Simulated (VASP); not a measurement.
A run of VASP 6.6.1:

Contents of INCAR:

```
SYSTEM = Tl
ALGO = Normal
EDIFF = 1E-6
ENCUT = 520
GGA = RP
ISIF = 2
ISMEAR = -1
LASPH = .True.
LCHARG = .False.
LREAL = .False.
LWAVE = .False.
NBANDS = 20
NELM = 80
PREC = Accurate
SIGMA = 0.1
```

File KPOINTS:

```
k-points
0
Gamma
  12 12 11
  0 0 0
```

Contents of POSCAR:

```
Tl
1.0
   -4.2641153460      4.1814291466      1.7347464141
    4.1814291466     -4.2641153460      1.7347464141
    2.3643635928      2.3643635928     -1.8861863398
Tl
2
Direct
    0.9974817750      0.0025182250      1.0000000000
    0.7525182250      0.2474817750      0.5000000000
```

Potentials or basis: VASP PAW PBE potentials, release 64 (Tl_d).

Command:

```bash
$ cat potpaw_PBE.64/Tl_d/POTCAR > POTCAR
$ mpirun -np 1 vasp_std > vasp.out
```

Hardware: 1 thread of Intel(R) Xeon(R) 6975P-C (Granite Rapids) (shared host).

Task: How long does it take, and how much memory?

Result: Wall time 4.3 min on 1 thread of Intel(R) Xeon(R) 6975P-C (Granite Rapids), with other jobs on the host, peak memory 0.6 GiB. Counts: scf iterations 11, k points 433.
